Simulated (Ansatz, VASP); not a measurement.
This is a calculation of TiAl for VASP 6.6.1.

File POSCAR:

```
TiAl
1.0
    2.8862512777      0.0000000000      0.0000000000
   -1.4431256388      2.4995669282      0.0000000000
    0.0000000000      0.0000000000      4.7090645850
Ti Al
1 1
Direct
    0.0000000000      0.0000000000      0.0000000000
    0.3333333333      0.6666666667      0.5000000000
```

INCAR.step1

```
PREC = Accurate
ENCUT = 520
ISMEAR = -1
SIGMA = 0.05
LREAL = False
LASPH = True
NELM = 100
NBANDS = 14
GGA = PE
ALGO = Normal
EDIFF = 1E-4
LWAVE = True
LCHARG = False
```

The input INCAR.step2:

```
PREC = Accurate
ENCUT = 520
EDIFF = 1E-7
ISMEAR = -1
SIGMA = 0.05
LREAL = False
LASPH = True
NELM = 100
ALGO = Normal
ISIF = 2
LWAVE = False
LCHARG = False
METAGGA = R2SCAN
LMIXTAU = True
NBANDS = 14
ISTART = 1
```

The input KPOINTS:

```
regular mesh
0
Gamma
  11 11 6
```

Potentials or basis: VASP PAW PBE potentials, release 64 (Ti_sv, Al).

Command:

```sh
$ cat potpaw_PBE.64/Ti_sv/POTCAR potpaw_PBE.64/Al/POTCAR > POTCAR
$ cp INCAR.step1 INCAR
$ mpirun -np 1 vasp_std > vasp.out
$ cp INCAR.step2 INCAR
$ mpirun -np 1 vasp_std > vasp.out
```

Task: Set up the same calculation for Ansatz 0.2.0. Potentials there: Ansatz PAW.

Result: As run (the cutoff follows the program's own potentials):

File input.yaml:

```yaml
crystal:
  lattice:
    - [2.8862512777, 0.0, 0.0]
    - [-1.4431256388, 2.4995669282, 0.0]
    - [0.0, 0.0, 4.709064585]
  atoms:
    - { symbol: Ti, position: [0.0, 0.0, 0.0] }
    - { symbol: Al, position: [0.3333333333, 0.6666666667, 0.5] }
hamiltonian:
  xc: r2scan
  pseudopotentials: { kind: paw }
kpoints:
  mp_grid: { grid: [11, 11, 6] }
scf:
  occupations: { method: fermi_dirac, width: 0.05 }
output:
  forces: true
  stress: true
  eigenvalues: true
```

Potentials or basis: Ansatz PAW.

Launch:

```bash
$ ansatz run input.yaml --threads 2 --pin off --max-ram 5632MiB --backend cpu --events-out ev --progress --plain --runs-dir out
```

Both were run:

|  | VASP | Ansatz | Ansatz less VASP |
| --- | --- | --- | --- |
| gap on the k mesh at the Fermi level (eV) | none | none | - |
| pressure (GPa) | -3.1 | -3.2 | -0.08 |
| traceless stress, the component that is largest in VASP (GPa) | -1.75 | -1.75 | +0.001 |

VASP's potentials were made for PBE, not for r2SCAN. A gap of «none» marks a metal or a gap that the smearing closes.
